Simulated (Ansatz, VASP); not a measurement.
Two plane-wave programs on InSb3

```
CELL_PARAMETERS angstrom
4.72846 0.05509 0.05509
0.05509 4.72846 0.05509
0.05509 0.05509 4.72846
ATOMIC_POSITIONS crystal
In 0.00000 0.00000 0.00000
Sb 0.50000 0.00000 0.50000
Sb 0.00000 0.50000 0.50000
Sb 0.50000 0.50000 0.00000
```

Change from the starting cell: equal engineering shear yz, xz and xy +0.0233, equal normal strain along x, y and z +0.0000.

Alike in both runs: task single point; functional PBEsol; k mesh 8 × 8 × 8; occupations gaussian, width 0.15 eV; no spin polarisation.

```csv
,VASP,Ansatz
version,VASP 6.6.1,Ansatz 0.2.0
potentials or method,"VASP PAW PBE potentials, release 64 (In_d, Sb), cutoff 520 eV","scalar-relativistic, plane waves, PAW"
valence electrons in the cell,28,58
```

|  | VASP | Ansatz | Ansatz less VASP |
| --- | --- | --- | --- |
| gap on the k mesh at the Fermi level (eV) | none | none | - |
| pressure (GPa) | 0.1 | 0.1 | -0.01 |
| traceless stress, the component that is largest in VASP (GPa) | -0.52 | -0.52 | +0.004 |

VASP's potentials were made for PBE, not for PBEsol, and Ansatz warns of the same on its side. A gap of «none» marks a metal or a gap that the smearing closes. With one functional, cell and mesh, what is left measures potentials, basis and numerics. VASP's potentials hold 28 valence electrons a cell and Ansatz's 58, so a difference there can come from the potentials and not from the codes.

Neither program's run includes spin-orbit coupling.
